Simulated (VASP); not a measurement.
# BaZrO3 (Pm-3m) in VASP: a series of runs

The runs below take BaZrO3 through single point, relaxation of cell and atoms, with PBE.

All numbers are computed with VASP 6.6.1; they aren't measurements. Logs are shortened: lines on timing, memory, paths and dates and some standing lists are left out, and cuts for length are marked.

### Step 1. The cell of the first run

It takes space group Pm-3m (No. 221, cubic). The conventional cell has a = 4.227 Å, b = 4.227 Å, c = 4.227 Å, α = 90.00°, β = 90.00°, γ = 90.00°. Within 3.9 Å of Ba (site symmetry m-3m) lie 12 O at 2.99 Å and 8 Zr at 3.66 Å. Within 2.8 Å of Zr (site symmetry m-3m) lie 6 O at 2.11 Å. O (site symmetry 4/mmm) has 2 Zr at 2.11 Å within 2.8 Å.

### Step 2. Single point, PBE

The input, INCAR:

```
SYSTEM = BaZrO3
PREC     = Accurate       ! precision mode
ENCUT    = 520            ! plane-wave cutoff, eV
EDIFF    = 1E-7           ! SCF threshold, eV
ISMEAR   = 0              ! smearing method
SIGMA    = 0.02           ! smearing width, eV
LREAL    = .False.        ! projectors in reciprocal space
LASPH    = .True.         ! aspherical terms in the spheres
NELM     = 60             ! most SCF steps
ALGO     = Normal         ! electronic algorithm
ISIF     = 2              ! what is computed and relaxed
LWAVE    = .False.        ! write WAVECAR
LCHARG   = .False.        ! write CHGCAR
GGA      = PE             ! functional
NBANDS   = 28             ! bands
```

The input, KPOINTS:

```
regular mesh
0
Gamma
  6 6 6
  0 0 0
```

The input, POSCAR:

```
BaZrO3
1.0
    4.2268117967      0.0000000000      0.0000000000
    0.0000000000      4.2268117967      0.0000000000
    0.0000000000      0.0000000000      4.2268117967
Ba Zr O
1 1 3
Direct
    0.0000000000      0.0000000000      0.0000000000
    0.5000000000      0.5000000000      0.5000000000
    0.5000000000      0.0000000000      0.5000000000
    0.5000000000      0.5000000000      0.0000000000
    0.0000000000      0.5000000000      0.5000000000
```

Potentials or basis: VASP PAW PBE potentials, release 64 (Ba_sv, Zr_sv, O).

Command:

```
$ cat potpaw_PBE.64/Ba_sv/POTCAR potpaw_PBE.64/Zr_sv/POTCAR potpaw_PBE.64/O/POTCAR > POTCAR
$ mpirun -np 1 vasp_std > vasp.out
```

OUTCAR:

```text
SYSTEM = BaZrO3
   PREC = Accurate
   ENCUT = 520
   EDIFF = 1E-7
   ISMEAR = 0
   LREAL = .False.
   LASPH = .True.
   NELM = 60
   ISIF = 2
   GGA = PE

 ion  position               nearest neighbor table
   1  0.000  0.000  0.000-   3 2.99   4 2.99   5 2.99   3 2.99   5 2.99   4 2.99   5 2.99   5 2.99
                             3 2.99   4 2.99   3 2.99   4 2.99   2 3.66   2 3.66   2 3.66   2 3.66
   2  0.500  0.500  0.500-   3 2.11   4 2.11   5 2.11   4 2.11   3 2.11   5 2.11   1 3.66   1 3.66
                             1 3.66   1 3.66   1 3.66   1 3.66   1 3.66   1 3.66
   3  0.500  0.000  0.500-   2 2.11   2 2.11   1 2.99   1 2.99   1 2.99   1 2.99
   4  0.500  0.500  0.000-   2 2.11   2 2.11   1 2.99   1 2.99   1 2.99   1 2.99
   5  0.000  0.500  0.500-   2 2.11   2 2.11   1 2.99   1 2.99   1 2.99   1 2.99

  LATTYP: Found a simple cubic cell.
 ALAT       =     4.2268117967

  Lattice vectors:

 A1 = (   4.2268117967,   0.0000000000,   0.0000000000)
 A2 = (   0.0000000000,   4.2268117967,   0.0000000000)
 A3 = (   0.0000000000,   0.0000000000,   4.2268117967)

Analysis of symmetry for initial positions (statically):
=====================================================================
 Subroutine PRICEL returns:
 Original cell was already a primitive cell.

 Routine SETGRP: Setting up the symmetry group for a
 simple cubic supercell.

 Subroutine GETGRP returns: Found 48 space group operations
 (whereof 48 operations were pure point group operations)
 out of a pool of 48 trial point group operations.

The static configuration has the point symmetry O_h .

Analysis of symmetry for dynamics (positions and initial velocities):
=====================================================================
 Subroutine PRICEL returns:
 Original cell was already a primitive cell.

 Routine SETGRP: Setting up the symmetry group for a
 simple cubic supercell.

 Subroutine GETGRP returns: Found 48 space group operations
 (whereof 48 operations were pure point group operations)
 out of a pool of 48 trial point group operations.

The dynamic configuration has the point symmetry O_h .

 Subroutine INISYM returns: Found 48 space group operations
 (whereof 48 operations are pure point group operations),
 and found     1 'primitive' translations

----------------------------------------------------------------------------------------

                                     Primitive cell

  volume of cell :      75.5160

  direct lattice vectors                    reciprocal lattice vectors
     4.226811797  0.000000000  0.000000000     0.236584936  0.000000000  0.000000000
     0.000000000  4.226811797  0.000000000     0.000000000  0.236584936  0.000000000
     0.000000000  0.000000000  4.226811797     0.000000000  0.000000000  0.236584936

  length of vectors
     4.226811797  4.226811797  4.226811797     0.236584936  0.236584936  0.236584936

  position of ions in fractional coordinates (direct lattice)
     0.000000000  0.000000000  0.000000000
     0.500000000  0.500000000  0.500000000
     0.500000000  0.000000000  0.500000000
     0.500000000  0.500000000  0.000000000
     0.000000000  0.500000000  0.500000000

  ion indices of the primitive-cell ions
   primitive index   ion index
                 1           1
                 2           2
                 3           3
                 4           4
                 5           5

----------------------------------------------------------------------------------------

 KPOINTS: regular mesh

Automatic generation of k-mesh.
 Grid dimensions read from file:
 generate k-points for:    6    6    6

 Generating k-lattice:

  Cartesian coordinates                     Fractional coordinates (reciprocal lattice)
     0.039430823  0.000000000  0.000000000     0.166666667  0.000000000  0.000000000
     0.000000000  0.039430823  0.000000000     0.000000000  0.166666667  0.000000000
     0.000000000  0.000000000  0.039430823     0.000000000  0.000000000  0.166666667

  Length of vectors
     0.039430823  0.039430823  0.039430823

  Shift w.r.t. Gamma in fractional coordinates (k-lattice)
     0.000000000  0.000000000  0.000000000

 Subroutine IBZKPT returns following result:
 ===========================================

 Found     20 irreducible k-points:

 Following reciprocal coordinates:
            Coordinates               Weight
  0.000000  0.000000  0.000000      1.000000
  0.166667  0.000000  0.000000      6.000000
  0.333333  0.000000  0.000000      6.000000
  0.500000  0.000000  0.000000      3.000000
  0.166667  0.166667  0.000000     12.000000
  0.333333  0.166667  0.000000     24.000000
[... 12 lines left out ...]
  0.500000  0.500000  0.333333      6.000000
  0.500000  0.500000  0.500000      1.000000
   k-points           NKPTS =     20   k-points in BZ     NKDIM =     20   number of bands    NBANDS=     28
   number of dos      NEDOS =    301   number of ions     NIONS =      5
   total plane-waves  NPLWV =  32768
   dimension x,y,z NGX =    32 NGY =   32 NGZ =   32
   dimension x,y,z NGXF=    64 NGYF=   64 NGZF=   64
   ions per type =               1   1   3
   NGX,Y,Z   is equivalent  to a cutoff of  12.59, 12.59, 12.59 a.u.
   NGXF,Y,Z  is equivalent  to a cutoff of  25.17, 25.17, 25.17 a.u.
 SYSTEM =  BaZrO3
   PREC   = accura    normal or accurate (medium, high low for compatibility)
   ISTART =      0    job   : 0-new  1-cont  2-samecut
   ICHARG =      2    charge: 1-file 2-atom 10-const
   ISPIN  =      1    spin polarized calculation?
   LNONCOLLINEAR =      F non collinear calculations
   LSORBIT =      F    spin-orbit coupling
   LASPH  =      T    aspherical Exc in radial PAW
   ENCUT  =  520.0 eV  38.22 Ry    6.18 a.u.   7.86  7.86  7.86*2*pi/ulx,y,z
   NELM   =     60;   NELMIN=  2; NELMDL= -5     # of ELM steps
   EDIFF  = 0.1E-06   stopping-criterion for ELM
   LREAL  =      F    real-space projection
   EDIFFG = 0.1E-05   stopping-criterion for IOM
   NSW    =      0    number of steps for IOM
   IBRION =     -1    ionic relax: 0-MD 1-quasi-New 2-CG
   NFREE  =      0    steps in history (QN), initial steepest desc. (CG)
   ISIF   =      2    stress and relaxation
   ISYM   =      2    0-nonsym 1-usesym 2-fastsym
   POTIM  = 0.5000    time-step for ionic-motion
   TEBEG  =    0.0;   TEEND  =   0.0 temperature during run
   PSTRESS=    0.0 pullay stress
   NELECT =      40.0000    total number of electrons
   NUPDOWN=      -1.0000    fix difference up-down
   EMIN   =  10.00;   EMAX   =-10.00  energy-range for DOS
   EFERMI =   0.00;   METHOD = LEGACY
   ISMEAR =     0;   SIGMA  =   0.02  broadening in eV -4-tet -1-fermi 0-gaus
   EFERMI_NEDOS =   21; number of points for ismear=-14 and -15
   IALGO  =     38    algorithm
   IMIX   =      4    mixing-type and parameters
     AMIX     =   0.40;   BMIX     =  1.00
     AMIX_MAG =   1.60;   BMIX_MAG =  1.00
  volume/ion in A,a.u.               =      15.10       101.92
  Fermi-wavevector in a.u.,A,eV,Ry     =   1.324591  2.503115 23.871997  1.754542
  Thomas-Fermi vector in A             =   2.454115
   LORBIT       =      0    0 simple, 1 ext, 2 COOP (PROOUT), +10 PAW based schemes
   GGA     = PE    functional components
   LHFCALC =     F    Hartree Fock is set to
   AEXX    =    0.0000 exact exchange contribution
   IVDW    =     0    specifies the selected vdW correction
   LEPSILON=     F    determine dielectric tensor
   LRPA    =     F    only Hartree local field effects (RPA)
 non-spin polarized calculation
 Gauss-broadening in eV      SIGMA  =   0.02
  energy-cutoff  :      520.00
  volume of cell :       75.52
 maximum number of plane-waves:      2054
 NGX is ok and might be reduce to    32
   NGX = 15   NGY = 15   NGZ = 15

 number of electron      39.9999986 magnetization

 Free energy of the ion-electron system (eV)
  ---------------------------------------------------
  ext. energy  EPLUGINS =         0.00000000
  ---------------------------------------------------
  free energy    TOTEN  =       -41.72333339 eV

  energy without entropy =      -41.72333339  energy(sigma->0) =      -41.72333339

 E-fermi :   3.8057     XC(G=0): -10.6440

 val. band max:        3.6104639424   @ k =   0.5000   0.5000   0.5000
 cond. band min:       6.7437044132   @ k =   0.0000   0.0000   0.0000
 fundamental gap:      3.1332404708
 Fermi energy:         3.8057193096

 k-point     1 :       0.0000    0.0000    0.0000
  band No.  band energies     occupation
      1     -43.5665      2.00000
      2     -21.7836      2.00000
      3     -21.6940      2.00000
      4     -21.6940      2.00000
      5     -21.6940      2.00000
      6     -12.7169      2.00000
[... 20 lines left out ...]
     27      10.7929      0.00000
     28      10.7929      0.00000

 k-point     2 :       0.1667    0.0000    0.0000
  band No.  band energies     occupation
      1     -43.5658      2.00000
      2     -21.8664      2.00000
      3     -21.6925      2.00000
      4     -21.6925      2.00000
      5     -21.6542      2.00000
      6     -12.7167      2.00000
[... 20 lines left out ...]
     27      10.7934      0.00000
     28      11.6422      0.00000

 k-point     3 :       0.3333    0.0000    0.0000
  band No.  band energies     occupation
      1     -43.5644      2.00000
      2     -21.9897      2.00000
      3     -21.6895      2.00000
      4     -21.6895      2.00000
      5     -21.6129      2.00000
      6     -12.8054      2.00000
[... 20 lines left out ...]
     27      11.0977      0.00000
     28      11.1945      0.00000

 k-point     4 :       0.5000    0.0000    0.0000
  band No.  band energies     occupation
      1     -43.5636      2.00000
      2     -22.0450      2.00000
      3     -21.6880      2.00000
      4     -21.6880      2.00000
      5     -21.5967      2.00000
      6     -12.8581      2.00000
[... 20 lines left out ...]
     27      10.8192      0.00000
     28      11.9648      0.00000

 k-point     5 :       0.1667    0.1667    0.0000
  band No.  band energies     occupation
      1     -43.5651      2.00000
      2     -21.8834      2.00000
      3     -21.7494      2.00000
      4     -21.6910      2.00000
      5     -21.6238      2.00000
      6     -12.6667      2.00000
[... 20 lines left out ...]
     27      11.2223      0.00000
     28      11.5849      0.00000

 k-point     6 :       0.3333    0.1667    0.0000
  band No.  band energies     occupation
      1     -43.5636      2.00000
      2     -21.9679      2.00000
      3     -21.7575      2.00000
      4     -21.6881      2.00000
      5     -21.6142      2.00000
      6     -12.6989      2.00000
[... 339 lines left out ...]
      5     -21.6613      2.00000
      6     -11.9815      2.00000
[... 20 lines left out ...]
     27      11.7600      0.00000
     28      11.7600      0.00000

 k-point    18 :       0.5000    0.3333    0.3333
  band No.  band energies     occupation
      1     -43.5594      2.00000
      2     -21.9158      2.00000
      3     -21.8506      2.00000
      4     -21.8490      2.00000
      5     -21.6738      2.00000
      6     -11.9242      2.00000
[... 20 lines left out ...]
     27      11.7192      0.00000
     28      12.3896      0.00000

 k-point    19 :       0.5000    0.5000    0.3333
  band No.  band energies     occupation
      1     -43.5586      2.00000
      2     -21.9025      2.00000
      3     -21.9025      2.00000
      4     -21.8479      2.00000
      5     -21.6775      2.00000
      6     -11.8335      2.00000
[... 20 lines left out ...]
     27      11.9737      0.00000
     28      12.7050      0.00000

 k-point    20 :       0.5000    0.5000    0.5000
  band No.  band energies     occupation
      1     -43.5579      2.00000
      2     -21.9004      2.00000
      3     -21.9004      2.00000
      4     -21.9004      2.00000
      5     -21.6695      2.00000
      6     -11.5746      2.00000
[... 20 lines left out ...]
     27      12.5890      0.00000
     28      12.5890      0.00000

------------------------ aborting loop because EDIFF is reached ----------------------------------------

  FORCE on cell =-STRESS in cart. coord.  units (eV):
  Direction    XX          YY          ZZ          XY          YZ          ZX
  --------------------------------------------------------------------------------------
  -------------------------------------------------------------------------------------
  Total        0.4644254      0.4644254      0.4644254     -0.0000000      0.0000000     -0.0000000
  in kB        9.8534377      9.8534377      9.8534377     -0.0000000      0.0000000     -0.0000000
  external PRESSURE =       9.8534377 kB  Pullay stress =       0.0000000 kB

 VOLUME and BASIS-vectors are now :
 -----------------------------------------------------------------------------
  energy-cutoff  :      520.00
  volume of cell :       75.52
      direct lattice vectors                 reciprocal lattice vectors
     4.226811797  0.000000000  0.000000000     0.236584936  0.000000000  0.000000000
     0.000000000  4.226811797  0.000000000     0.000000000  0.236584936  0.000000000
     0.000000000  0.000000000  4.226811797     0.000000000  0.000000000  0.236584936

 POSITION                                       TOTAL-FORCE (eV/Angst)
 -----------------------------------------------------------------------------------
      0.00000      0.00000      0.00000         0.000000      0.000000      0.000000
      2.11341      2.11341      2.11341         0.000000      0.000000      0.000000
      2.11341      0.00000      2.11341         0.000000      0.000000      0.000000
      2.11341      2.11341      0.00000         0.000000      0.000000      0.000000
      0.00000      2.11341      2.11341         0.000000      0.000000      0.000000
 -----------------------------------------------------------------------------------
    total drift:                                0.000000     -0.000000     -0.000000

  FREE ENERGIE OF THE ION-ELECTRON SYSTEM (eV)
  ---------------------------------------------------
  free  energy   TOTEN  =       -41.7233333865 eV

  energy  without entropy=      -41.7233333865  energy(sigma->0) =      -41.72333339
```

Run time: 31 s. Hardware: 1 thread of Intel Xeon Platinum 8488C (Sapphire Rapids), shared host; peak memory 0.2 GiB.

Results:

| Quantity | Value |
| --- | --- |
| Free energy | -41.7233 eV |
| Pressure | 1.0 GPa |
| Band gap on the k mesh | 3.13 eV, indirect (least direct gap 3.38 eV) |

Levels at points of the mesh, in eV from the valence-band top:
```csv
k point,band 18,band 19,band 20,band 21,band 22,band 23
"(0.00, 0.00, 0.00)",-0.25,-0.25,-0.25,3.13,3.13,3.13
"(0.50, 0.00, 0.00)",-1.61,-0.49,-0.49,3.55,5.54,5.54
"(0.50, 0.50, 0.00)",-0.93,-0.85,-0.07,5.52,5.52,6.31
"(0.50, 0.50, 0.50)",0.00,0.00,0.00,5.88,5.88,5.88
```

Caveat: spin-orbit coupling is left out, which moves the levels of the heavy elements. A k mesh can miss the band edges.

### Step 3. Relaxation of cell and atoms, PBE

This run uses another cell than the first one, of 14.95 Å³/atom, 0.990 times its volume.

The input, INCAR:

```
SYSTEM = BaZrO3
PREC = Accurate
ENCUT = 600
EDIFF = 1E-6
ISMEAR = 0
SIGMA = 0.02
LREAL = .False.
LASPH = .True.
NELM = 80
ALGO = Normal
ISIF = 3
LWAVE = .False.
LCHARG = .False.
GGA = PE
IBRION = 2
NSW = 100
EDIFFG = -0.01
```

KPOINTS is that of step 2.

POSCAR, as its differences from that of step 2:

```diff
@@ -2,5 +2,5 @@
 1.0
-    4.2268117967      0.0000000000      0.0000000000
-    0.0000000000      4.2268117967      0.0000000000
-    0.0000000000      0.0000000000      4.2268117967
+    4.2123870800      0.0000000000      0.0000000000
+    0.0000000000      4.2123870800      0.0000000000
+    0.0000000000      0.0000000000      4.2123870800
 Ba Zr O
```

Potentials or basis: VASP PAW PBE potentials, release 64 (Ba_sv, Zr_sv, O).

Command:

```
$ cat potpaw_PBE.64/Ba_sv/POTCAR potpaw_PBE.64/Zr_sv/POTCAR potpaw_PBE.64/O/POTCAR > POTCAR
$ mpirun -np 1 vasp_std > vasp.out
```

Run time: 90 s. Hardware: 1 thread of Intel Xeon Platinum 8488C (Sapphire Rapids), shared host; peak memory 0.24 GiB.

It converged, with:

```yaml
Free_energy: -41.7305 eV
Relaxed_volume: 15.19 Å³/atom
Relaxed_cell: a = 4.235 Å, b = 4.235 Å, c = 4.235 Å, α = 90.00°, β = 90.00°, γ = 90.00°
Space_group_after_relaxing_to_0.05_Å: Pm-3m (No. 221)
Energy_gained_by_relaxing: 1.8 meV/atom
Ionic_steps: 3
Pressure_after_relaxing: 0.0 GPa
Band_gap_on_the_k_mesh: 3.12 eV, indirect (least direct gap 3.38 eV)
```

The path:
| step | energy change (eV) | largest force (eV/Å) | pressure (GPa) | volume (Å³) |
| --- | --- | --- | --- | --- |
| 1 | 0.0000 | 0.0000 | 2.44 | 74.75 |
| 2 | 0.0010 | 0.0000 | -2.43 | 77.23 |
| 3 | -0.0090 | 0.0000 | 0.00 | 75.94 |

Final structure:
```yaml
crystal:
  lattice:
    - [4.23476, 0.00000, 0.00000]
    - [0.00000, 4.23476, 0.00000]
    - [0.00000, 0.00000, 4.23476]
  atoms:
    - { symbol: Ba, position: [0.00000, 0.00000, 0.00000] }
    - { symbol: Zr, position: [0.50000, 0.50000, 0.50000] }
    - { symbol: O, position: [0.50000, 0.00000, 0.50000] }
    - { symbol: O, position: [0.50000, 0.50000, 0.00000] }
    - { symbol: O, position: [0.00000, 0.50000, 0.50000] }
```

Levels at points of the mesh, in eV from the valence-band top:
| k point | band 17 | band 18 | band 19 | band 20 | band 21 | band 22 | band 23 | band 24 |
| --- | --- | --- | --- | --- | --- | --- | --- | --- |
| (0.00, 0.00, 0.00) | -0.94 | -0.26 | -0.26 | -0.26 | 3.12 | 3.12 | 3.12 | 4.62 |
| (0.50, 0.00, 0.00) | -1.69 | -1.60 | -0.49 | -0.49 | 3.54 | 5.51 | 5.51 | 6.32 |
| (0.50, 0.50, 0.00) | -0.93 | -0.93 | -0.86 | -0.07 | 5.48 | 5.48 | 6.28 | 6.31 |
| (0.50, 0.50, 0.50) | -2.52 | 0.00 | 0.00 | 0.00 | 5.86 | 5.86 | 5.86 | 6.73 |

Caveat: spin-orbit coupling is left out, which moves the levels of the heavy elements. A k mesh can miss the band edges.

[end of part 1 of 2]
